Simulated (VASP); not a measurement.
**LiNbO3: relaxation of cell and atoms with PBEsol**

The system is LiNbO3.

```xyz
10
Lattice="2.5973 1.4996 4.6724 -2.5973 1.4996 4.6724 0.0000 -2.9991 4.6724" Properties=species:S:1:pos:R:3 pbc="T T T"
Li    0.0000    0.0000   10.9755
Li    0.0000    0.0000    3.9669
Nb    0.0000    0.0000    7.0086
Nb    0.0000    2.9991    9.3448
O     1.0181   -1.3316    7.8917
O     0.6441    1.5475    7.8917
O    -0.6441   -1.4516    5.5555
O    -1.6623   -0.2159    7.8917
O     1.5792    0.1680    5.5555
O    -0.9350    1.2836    5.5555
```

```yaml
Program: VASP 6.6.1
Task: relaxation of cell and atoms
Functional: PBEsol
Potentials_or_basis: VASP PAW PBE potentials, release 64 (Li_sv, Nb_sv, O)
Cutoff: 600 eV
k_mesh: 6 × 6 × 6
Occupations: fermi-dirac, width 0.03 eV
Spin: no spin polarisation
Dipole_correction: no
Further_INCAR_settings: ALGO = Normal; EDIFF = 1e-07; IBRION = 2; EDIFFG = -0.01; NSW = 100; ISIF = 3
```

* Relaxed volume: 10.48 Å³/atom
* Relaxed cell: a = 5.473 Å, b = 5.473 Å, c = 5.473 Å, α = 55.85°, β = 55.85°, γ = 55.85°
* Space group after relaxing (to 0.1 Å): R3c (No. 161)
* Energy gained by relaxing: 8.8 meV/atom
* Ionic steps: 12
* Pressure after relaxing: 0.0 GPa
* Largest force after relaxing: 0.008 eV/Å
* Band gap on the k mesh: 3.49 eV (least direct gap 3.51 eV)

Forces in eV/Å, atoms in the order of the input:
```
Li   0.000  0.000 -0.008
Li   0.000  0.000 -0.008
Nb   0.000  0.000  0.004
Nb   0.000  0.000  0.004
O    0.003  0.003  0.001
O   -0.003  0.001  0.001
O    0.003  0.001  0.001
O    0.001 -0.003  0.001
O   -0.003  0.003  0.001
O   -0.001 -0.003  0.001
```

Step by step:
```
step  energy change (eV)  largest force (eV/Å)  pressure (GPa)  volume (Å³)
   1              0.0000                0.3310           -6.83       109.19
   2              0.0846                1.0319           10.27       102.00
   3             -0.0735                0.2787           -0.50       106.18
   4             -0.0851                0.0670           -0.19       105.43
   5             -0.0860                0.0491           -0.03       105.15
   6             -0.0867                0.0369           -0.02       105.08
   7             -0.0876                0.0281            0.02       104.92
   8             -0.0876                0.0275            0.03       104.88
   9             -0.0879                0.0173           -0.12       104.88
  10             -0.0880                0.0190           -0.18       104.87
  11             -0.0879                0.0178            0.28       104.66
  12             -0.0880                0.0076            0.01       104.78
```

Final structure:
```xyz
10
Lattice="2.5632 1.4799 4.6040 -2.5632 1.4799 4.6040 0.0000 -2.9598 4.6040" Properties=species:S:1:pos:R:3 pbc="T T T"
Li    0.0000    0.0000   10.8013
Li    0.0000    0.0000    3.8954
Nb    0.0000    0.0000    6.8931
Nb    0.0000    0.0000   13.7990
O     1.0010   -1.3226    7.7849
O     0.6449    1.5282    7.7849
O    -0.6449   -1.4316    5.4829
O    -1.6459   -0.2056    7.7849
O     1.5622    0.1573    5.4829
O    -0.9173    1.2743    5.4829
```

Levels at points of the mesh, in eV from the valence-band top:
| k point | band 31 | band 32 | band 33 | band 34 | band 35 | band 36 | band 37 | band 38 |
| --- | --- | --- | --- | --- | --- | --- | --- | --- |
| (0.00, 0.00, 0.00) | -0.66 | -0.51 | -0.01 | -0.01 | 3.49 | 3.49 | 3.94 | 5.14 |
| (0.50, 0.00, 0.00) | -0.30 | -0.30 | -0.21 | -0.21 | 3.88 | 3.88 | 4.70 | 4.70 |
| (0.50, 0.50, 0.00) | -0.70 | -0.67 | -0.46 | -0.21 | 3.58 | 4.09 | 4.59 | 4.61 |
| (0.50, 0.50, 0.50) | -0.31 | -0.31 | -0.31 | -0.31 | 4.63 | 4.63 | 4.84 | 4.84 |

Wall time 25 min on 1 thread of Intel(R) Xeon(R) 6975P-C (Granite Rapids), with other jobs on the host, peak memory 0.47 GiB.

Caveat: the cutoff is under 1.25 times the usual one of these potentials, so pressure, stress and relaxed cells hold a basis-set (Pulay) error; the PAW data sets were made with another functional, which shifts forces and pressure a little. A k mesh can miss the band edges.
